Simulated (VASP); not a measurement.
# Al2Ru (Fddd) in VASP: further runs

The runs below take Al2Ru through single point, with PBEsol.

Program: VASP 6.6.1. These are calculated values, not measurements. Logs are shortened: lines on timing, memory, paths and dates and some standing lists are left out, and cuts for length are marked.

**1. The cell of the first run**

The structure is orthorhombic, space group Fddd (No. 70). The conventional cell has a = 4.842 Å, b = 8.215 Å, c = 8.770 Å, α = 90.00°, β = 90.00°, γ = 90.00°. Within 3.4 Å of Al (site symmetry 2) lie 5 Ru at 2.59 to 2.80 Å and 9 Al at 2.62 to 3.24 Å. Ru (site symmetry 222) has 10 Al at 2.59 to 2.80 Å and 4 Ru at 3.24 Å within 3.4 Å.

**2. Single point, PBEsol (strain +0.030 along x and y, +0.000 along z)**

File INCAR:

```
PREC = Accurate ; ENCUT = 520
EDIFF = 1E-7 ; ISMEAR = 0
SIGMA = 0.03 ; LREAL = False
LASPH = True ; NELM = 100
ALGO = Normal ; ISIF = 2
LWAVE = False ; LCHARG = True
GGA = PS ; LELF = True
LVHAR = True ; NBANDS = 29
```

File KPOINTS:

```
regular mesh
0
Gamma
  10 10 10
```

File POSCAR:

```
Al2Ru
1.0
    0.0000000000      4.1072774818      4.3850793487
    2.4210861652      0.0000000000      4.3850793487
    2.4210861652      4.1072774818      0.0000000000
Al Ru
4 2
Direct
    0.0789481736      0.4210518264      0.0789481736
    0.4210518264      0.0789481736      0.4210518264
    0.1710518264      0.8289481736      0.1710518264
    0.8289481736      0.1710518264      0.8289481736
    0.7500000000      0.7500000000      0.7500000000
    0.5000000000      0.5000000000      0.5000000000
```

Potentials or basis: VASP PAW PBE potentials, release 64 (Al, Ru_pv).

Command:

```console
cat potpaw_PBE.64/Al/POTCAR potpaw_PBE.64/Ru_pv/POTCAR > POTCAR
mpirun -np 1 vasp_std > vasp.out
```

OUTCAR:

```text
PREC = Accurate
   ENCUT = 520
   EDIFF = 1E-7
   ISMEAR = 0
   LREAL = False
   LASPH = True
   NELM = 100
   ISIF = 2
   GGA = PS

 ion  position               nearest neighbor table
   1  0.079  0.421  0.079-   6 2.59   6 2.59   3 2.62   3 2.62   5 2.70   2 2.75   2 2.75   5 2.80
                             5 2.80   2 2.81   4 3.24   4 3.24   4 3.24   4 3.24
   2  0.421  0.079  0.421-   6 2.59   6 2.59   4 2.62   4 2.62   5 2.70   1 2.75   1 2.75   5 2.80
                             5 2.80   1 2.81   3 3.24   3 3.24   3 3.24   3 3.24
   3  0.171  0.829  0.171-   5 2.59   5 2.59   1 2.62   1 2.62   6 2.70   4 2.75   4 2.75   6 2.80
                             6 2.80   4 2.81   2 3.24   2 3.24   2 3.24   2 3.24
   4  0.829  0.171  0.829-   5 2.59   5 2.59   2 2.62   2 2.62   6 2.70   3 2.75   3 2.75   6 2.80
                             6 2.80   3 2.81   1 3.24   1 3.24   1 3.24   1 3.24
   5  0.750  0.750  0.750-   4 2.59   3 2.59   4 2.59   3 2.59   1 2.70   2 2.70   2 2.80   2 2.80
                             1 2.80   1 2.80   6 3.24   6 3.24   6 3.24   6 3.24
   6  0.500  0.500  0.500-   1 2.59   2 2.59   1 2.59   2 2.59   3 2.70   4 2.70   3 2.80   3 2.80
                             4 2.80   4 2.80   5 3.24   5 3.24   5 3.24   5 3.24

  LATTYP: Found a face centered orthorhombic cell.
 ALAT       =     4.8421723304
 B/A-ratio  =     1.6964606799
 C/A-ratio  =     1.8112033399

  Lattice vectors:

 A1 = (   0.0000000000,   4.1072774818,   4.3850793487)
 A2 = (   2.4210861652,   0.0000000000,   4.3850793487)
 A3 = (   2.4210861652,   4.1072774818,   0.0000000000)

Analysis of symmetry for initial positions (statically):
=====================================================================
 Subroutine PRICEL returns:
 Original cell was already a primitive cell.

 Routine SETGRP: Setting up the symmetry group for a
 face centered orthorhombic supercell.

 Subroutine GETGRP returns: Found  8 space group operations
 (whereof  4 operations were pure point group operations)
 out of a pool of  8 trial point group operations.

The static configuration has the point symmetry D_2 .
 The point group associated with its full space group is D_2h.

Analysis of symmetry for dynamics (positions and initial velocities):
=====================================================================
 Subroutine PRICEL returns:
 Original cell was already a primitive cell.

 Routine SETGRP: Setting up the symmetry group for a
 face centered orthorhombic supercell.

 Subroutine GETGRP returns: Found  8 space group operations
 (whereof  4 operations were pure point group operations)
 out of a pool of  8 trial point group operations.

The dynamic configuration has the point symmetry D_2 .
 The point group associated with its full space group is D_2h.
[... 114 lines left out ...]
   ISYM   =      2    0-nonsym 1-usesym 2-fastsym
   POTIM  = 0.5000    time-step for ionic-motion
   TEBEG  =    0.0;   TEEND  =   0.0 temperature during run
   PSTRESS=    0.0 pullay stress
   NELECT =      40.0000    total number of electrons
   NUPDOWN=      -1.0000    fix difference up-down
   EMIN   =  10.00;   EMAX   =-10.00  energy-range for DOS
   EFERMI =   0.00;   METHOD = LEGACY
   ISMEAR =     0;   SIGMA  =   0.03  broadening in eV -4-tet -1-fermi 0-gaus
   EFERMI_NEDOS =   21; number of points for ismear=-14 and -15
   IALGO  =     38    algorithm
   IMIX   =      4    mixing-type and parameters
     AMIX     =   0.40;   BMIX     =  1.00
     AMIX_MAG =   1.60;   BMIX_MAG =  1.00
  volume/ion in A,a.u.               =      14.54        98.09
  Fermi-wavevector in a.u.,A,eV,Ry     =   1.262518  2.385813 21.687030  1.593952
  Thomas-Fermi vector in A             =   2.395922
   LORBIT       =      0    0 simple, 1 ext, 2 COOP (PROOUT), +10 PAW based schemes
   GGA     = PS    functional components
   LHFCALC =     F    Hartree Fock is set to
   AEXX    =    0.0000 exact exchange contribution
   IVDW    =     0    specifies the selected vdW correction
   LEPSILON=     F    determine dielectric tensor
   LRPA    =     F    only Hartree local field effects (RPA)
 non-spin polarized calculation
 Gauss-broadening in eV      SIGMA  =   0.03
  energy-cutoff  :      520.00
  volume of cell :       87.21
 maximum number of plane-waves:      2376
 NGX is ok and might be reduce to    48
   NGX = 23   NGY = 19   NGZ = 17

 number of electron      40.0000001 magnetization

 Free energy of the ion-electron system (eV)
  ---------------------------------------------------
  ext. energy  EPLUGINS =         0.00000000
  ---------------------------------------------------
  free energy    TOTEN  =       -40.65351858 eV

  energy without entropy =      -40.65351858  energy(sigma->0) =      -40.65351858

 E-fermi :   9.8132     XC(G=0): -11.7440

 val. band max:        9.7081596467   @ k =   0.0000   0.0000   0.0000
 cond. band min:       9.9212638456   @ k =   0.0000   0.3000   0.3000
 fundamental gap:      0.2131041989
 Fermi energy:         9.8132258393

 k-point     1 :       0.0000    0.0000    0.0000
  band No.  band energies     occupation
      1     -32.7415      2.00000
      2     -32.6727      2.00000
      3     -32.6602      2.00000
      4     -32.6254      2.00000
      5     -32.6151      2.00000
      6     -32.6019      2.00000
[... 757 lines left out ...]
     28      14.2892      0.00000
     29      15.6542      0.00000

 [... further k-points ...]

------------------------ aborting loop because EDIFF is reached ----------------------------------------

  FORCE on cell =-STRESS in cart. coord.  units (eV):
  Direction    XX          YY          ZZ          XY          YZ          ZX
  --------------------------------------------------------------------------------------
  -------------------------------------------------------------------------------------
  Total       -6.2002924     -5.5771768     -2.7390528      0.0000000      0.0000000      0.0000000
  in kB     -113.9071563   -102.4597399    -50.3198392      0.0000000      0.0000000      0.0000000
  external PRESSURE =     -88.8955785 kB  Pullay stress =       0.0000000 kB

 VOLUME and BASIS-vectors are now :
 -----------------------------------------------------------------------------
  energy-cutoff  :      520.00
  volume of cell :       87.21
      direct lattice vectors                 reciprocal lattice vectors
     0.000000000  4.107277482  4.385079349    -0.206518879  0.121735140  0.114023022
     2.421086165  0.000000000  4.385079349     0.206518879 -0.121735140  0.114023022
     2.421086165  4.107277482  0.000000000     0.206518879  0.121735140 -0.114023022

 POSITION                                       TOTAL-FORCE (eV/Angst)
 -----------------------------------------------------------------------------------
      1.21054      0.64852      2.19254        -0.000000     -0.160589     -0.000000
      1.21054      3.45875      2.19254        -0.000000      0.160589     -0.000000
      2.42109      1.40511      4.38508         0.000000      0.160589      0.000000
      2.42109      6.80944      4.38508         0.000000     -0.160589      0.000000
      3.63163      6.16092      6.57762         0.000000      0.000000     -0.000000
      2.42109      4.10728      4.38508         0.000000      0.000000      0.000000
 -----------------------------------------------------------------------------------
    total drift:                               -0.000000     -0.000000     -0.000000

  FREE ENERGIE OF THE ION-ELECTRON SYSTEM (eV)
  ---------------------------------------------------
  free  energy   TOTEN  =       -40.6535185758 eV

  energy  without entropy=      -40.6535185756  energy(sigma->0) =      -40.65351858
```

OSZICAR:

```text
N       E                     dE             d eps       ncg     rms          rms(c)
DAV:   1     0.279073996311E+03    0.27907E+03   -0.21345E+04 10870   0.130E+03
DAV:   2    -0.317392551397E+02   -0.31081E+03   -0.29951E+03 10669   0.339E+02
DAV:   3    -0.422745164191E+02   -0.10535E+02   -0.10373E+02 12211   0.587E+01
DAV:   4    -0.424054618903E+02   -0.13095E+00   -0.13080E+00 11598   0.641E+00
DAV:   5    -0.424081273845E+02   -0.26655E-02   -0.26653E-02 12361   0.960E-01    0.169E+01
DAV:   6    -0.415839428125E+02    0.82418E+00   -0.14798E+01 11002   0.254E+01    0.608E+00
DAV:   7    -0.407614770495E+02    0.82247E+00   -0.40384E+00 10689   0.134E+01    0.345E+00
DAV:   8    -0.406595032046E+02    0.10197E+00   -0.21005E-01 11343   0.329E+00    0.612E-01
DAV:   9    -0.406540081880E+02    0.54950E-02   -0.10796E-02 12032   0.567E-01    0.351E-01
DAV:  10    -0.406536467882E+02    0.36140E-03   -0.29764E-03 11435   0.412E-01    0.118E-01
DAV:  11    -0.406535270357E+02    0.11975E-03   -0.77180E-04 11166   0.207E-01    0.453E-02
DAV:  12    -0.406535190886E+02    0.79471E-05   -0.32849E-05 13267   0.399E-02    0.597E-03
DAV:  13    -0.406535187536E+02    0.33502E-06   -0.90167E-07 12297   0.538E-03    0.292E-03
DAV:  14    -0.406535185848E+02    0.16883E-06   -0.27157E-07  9113   0.346E-03    0.326E-04
DAV:  15    -0.406535185758E+02    0.89995E-08   -0.13665E-08  6124   0.603E-04
   1 F= -.40653519E+02 E0= -.40653519E+02  d E =-.160309E-09
```

stdout:

```text
POSCAR found type information on POSCAR AlRu
 POSCAR found :  2 types and       6 ions
 scaLAPACK will be used
 -----------------------------------------------------------------------------
|                                                                             |
|                                                                             |
|     You enforced a specific xc type in the INCAR file but a different       |
|     I HOPE YOU KNOW WHAT YOU ARE DOING!                                     |
|                                                                             |
 -----------------------------------------------------------------------------

 LDA part: xc-table for (Slater+PW92), standard interpolation
 POSCAR, INCAR and KPOINTS ok, starting setup
 FFT: planning ... GRIDC
 FFT: planning ... GRID_SOFT
 FFT: planning ... GRID
 WAVECAR not read
 entering main loop
```

Run time: 5.7 min. Hardware: 1 thread of AMD EPYC 9R45 (Zen 5), shared host; peak memory 0.45 GiB.

Results:

```
Free energy   : -40.6535 eV
Pressure      : -8.9 GPa
Largest force : 0.161 eV/Å
```

Forces in eV/Å, atoms in the order of the input:
```
Al   0.000 -0.161  0.000
Al   0.000  0.161  0.000
Al   0.000  0.161  0.000
Al   0.000 -0.161  0.000
Ru   0.000  0.000  0.000
Ru   0.000  0.000  0.000
```

Levels at points of the mesh, in eV from the Fermi level:
```tsv
k point	band 16	band 17	band 18	band 19	band 20	band 21	band 22	band 23	band 24	band 25
(0.00, 0.00, 0.00)	-2.55	-1.93	-1.33	-1.07	-0.11	1.71	2.19	2.26	2.33	2.58
(0.50, 0.00, 0.00)	-2.33	-1.97	-1.95	-1.01	-0.78	0.34	0.78	1.59	3.21	4.24
(0.50, 0.50, 0.00)	-2.33	-1.42	-1.42	-1.36	-1.36	2.03	2.03	2.31	2.31	3.47
(0.50, 0.00, 0.50)	-2.61	-2.09	-2.09	-1.27	-1.27	1.73	1.73	2.49	2.49	2.96
(0.00, 0.50, 0.50)	-2.62	-2.30	-2.30	-1.13	-1.13	0.32	0.32	4.60	4.60	4.61
```

Caveat: the cell differs from its parent crystal (strain +0.030 along x and y, +0.000 along z); the stress differs along the axes, from -11 to -5 GPa; the PAW data sets were made with another functional, which shifts forces and pressure a little.

**3. Single point, PBEsol (strain +0.030 along x and y, +0.015 along z)**

File INCAR:

```
  PREC = Accurate
  ENCUT = 520
  EDIFF = 1E-6
  ISMEAR = 0
  SIGMA = 0.03
  LREAL = False
  LASPH = True
  NELM = 60
  ALGO = Normal
  ISIF = 2
  LWAVE = False
  LCHARG = False
  GGA = PS
  NBANDS = 29
```

File KPOINTS:

```
Automatic mesh
0
Gamma
  10 10 10
```

Changes to POSCAR since step 2:

```diff
@@ -2,4 +2,4 @@
 1.0
-    0.0000000000      4.1072774818      4.3850793487
-    2.4210861652      0.0000000000      4.3850793487
+    0.0000000000      4.1072774818      4.4508555389
+    2.4210861652      0.0000000000      4.4508555389
     2.4210861652      4.1072774818      0.0000000000
```

Potentials or basis: VASP PAW PBE potentials, release 64 (Al, Ru_pv).

Command:

```console
cat potpaw_PBE.64/Al/POTCAR potpaw_PBE.64/Ru_pv/POTCAR > POTCAR
mpirun -np 1 vasp_std > vasp.out
```

Wall time 5.2 min (1 thread of AMD EPYC 9R45 (Zen 5), shared host); peak memory 0.47 GiB.

The run converged. Its results:

```
Free energy   : -40.5926 eV
Pressure      : -11.2 GPa
Largest force : 0.134 eV/Å
```

Forces in eV/Å, atoms in the order of the input:
```
Al   0.000 -0.134  0.000
Al   0.000  0.134  0.000
Al   0.000  0.134  0.000
Al   0.000 -0.134  0.000
Ru   0.000  0.000  0.000
Ru   0.000  0.000  0.000
```

Stress tensor (GPa, compression positive):
```
-12.47   0.00   0.00
  0.00 -11.18   0.00
  0.00   0.00  -9.86
```

Levels at points of the mesh, in eV from the Fermi level:
```csv
k point,band 17,band 18,band 19,band 20,band 21,band 22,band 23,band 24
"(0.00, 0.00, 0.00)",-1.88,-1.26,-1.11,-0.06,1.60,2.16,2.20,2.33
"(0.50, 0.00, 0.00)",-1.96,-1.95,-1.03,-0.80,0.30,0.72,1.56,3.12
"(0.50, 0.50, 0.00)",-1.40,-1.40,-1.36,-1.36,2.04,2.04,2.25,2.25
"(0.50, 0.00, 0.50)",-2.10,-2.10,-1.29,-1.29,1.64,1.64,2.29,2.29
"(0.00, 0.50, 0.50)",-2.27,-2.27,-1.15,-1.15,0.29,0.29,4.47,4.47
```

Caveat: the cell differs from its parent crystal (strain +0.030 along x and y, +0.015 along z); the cell stands under tension; the PAW data sets were made with another functional, which shifts forces and pressure a little.
